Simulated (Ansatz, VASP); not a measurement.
# ZnS: VASP beside Ansatz

```
CELL_PARAMETERS angstrom
0.00000 2.64684 2.64684
2.64684 0.00000 2.64684
2.64684 2.64684 0.00000
ATOMIC_POSITIONS crystal
Zn 0.75000 0.75000 0.75000
S 0.00000 0.00000 0.00000
```

Alike in both runs: task single point; functional r2SCAN; dispersion D3(BJ); k mesh 9 × 9 × 9; occupations fermi-dirac, width 0.05 eV; no spin polarisation.

```csv
,VASP,Ansatz
version,VASP 6.6.1,Ansatz 0.2.0
potentials or method,"VASP PAW PBE potentials, release 64 (Zn, S)",Ansatz PAW
plane-wave cutoff (eV),520,500
valence electrons in the cell,18,18
```

```csv
,VASP,Ansatz,Ansatz less VASP
gap on the k mesh at the Fermi level (eV),2.97,2.95,-0.016
least direct gap on the mesh (eV),2.97,2.95,-0.016
pressure (GPa),3.4,3.4,-0.02
```

VASP's potentials were made for PBE, not for r2SCAN.

Noted on Ansatz's run: odd divisions of the mesh miss points on the zone boundary, where band edges often lie, so the gap on the mesh can be too wide.
